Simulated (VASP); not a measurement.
Crystal: C.

```xyz
4
Lattice="2.4700 0.0000 0.0000 -1.2350 2.1391 0.0000 0.0000 0.0000 6.7900" Properties=species:S:1:pos:R:3 pbc="T T T"
C     0.0000    0.0000    0.0000
C     0.0000    0.0000    3.3950
C     0.0000    1.4261    0.0340
C     1.2350    0.7130    3.4289
```

```yaml
Program: VASP 6.6.1
Task: relaxation of cell and atoms
Functional: r2SCAN
Potentials_or_basis: VASP PAW PBE potentials, release 64 (C)
Cutoff: 600 eV
k_mesh: 20 × 20 × 7
Occupations: fermi-dirac, width 0.1 eV
Spin: no spin polarisation
```

At the start: pressure -4.3 GPa; volume 8.97 Å³/atom.

How do energy, volume and symmetry change on relaxing?

Over 18 steps the energy falls by 7.5 meV/atom and the volume is 9.07 Å³/atom (+1.2 %); space group P6_3/mmc (No. 194, to 0.1 Å) before and after.

The path:
| step | energy change (eV) | largest force (eV/Å) | pressure (GPa) | volume (Å³) |
| --- | --- | --- | --- | --- |
| 1 | 0.0000 | 0.5877 | -4.34 | 35.88 |
| 2 | 0.0285 | 0.3934 | 11.69 | 34.63 |
| 3 | -0.0252 | 0.1866 | 1.90 | 35.36 |
| 4 | -0.0253 | 0.1867 | -1.60 | 35.71 |
| 5 | -0.0285 | 0.0002 | 0.14 | 35.54 |
| 6 | -0.0286 | 0.0073 | 0.24 | 35.58 |
| 7 | -0.0290 | 0.0285 | 0.54 | 35.69 |
| 8 | -0.0289 | 0.0714 | 1.15 | 35.92 |
| 9 | -0.0291 | 0.0530 | 0.83 | 35.82 |
| 10 | -0.0291 | 0.0528 | 0.82 | 35.83 |
| 11 | -0.0292 | 0.0525 | 0.74 | 35.87 |
| 12 | -0.0294 | 0.0518 | 0.57 | 35.96 |
| 13 | -0.0296 | 0.0503 | 0.24 | 36.12 |
| 14 | -0.0296 | 0.0473 | -0.40 | 36.45 |
| 15 | -0.0297 | 0.0486 | -0.14 | 36.31 |
| 16 | -0.0297 | 0.0489 | -0.07 | 36.27 |
| 17 | -0.0298 | 0.0365 | -0.04 | 36.28 |
| 18 | -0.0299 | 0.0002 | 0.04 | 36.29 |

Final structure:
```cif
data_structure
_symmetry_space_group_name_H-M 'P 1'
_symmetry_Int_Tables_number 1
_cell_length_a 2.4566
_cell_length_b 2.4566
_cell_length_c 6.9430
_cell_angle_alpha 90.000
_cell_angle_beta 90.000
_cell_angle_gamma 120.000
_cell_volume 36.29
loop_
_atom_site_label
_atom_site_type_symbol
_atom_site_fract_x
_atom_site_fract_y
_atom_site_fract_z
_atom_site_occupancy
C1 C 0.00000 0.00000 0.00250 1
C2 C 0.00000 0.00000 0.50250 1
C3 C 0.33333 0.66667 0.00250 1
C4 C 0.66667 0.33333 0.50250 1
```

Caveat: the PAW data sets were made with another functional, which shifts forces and pressure a little.
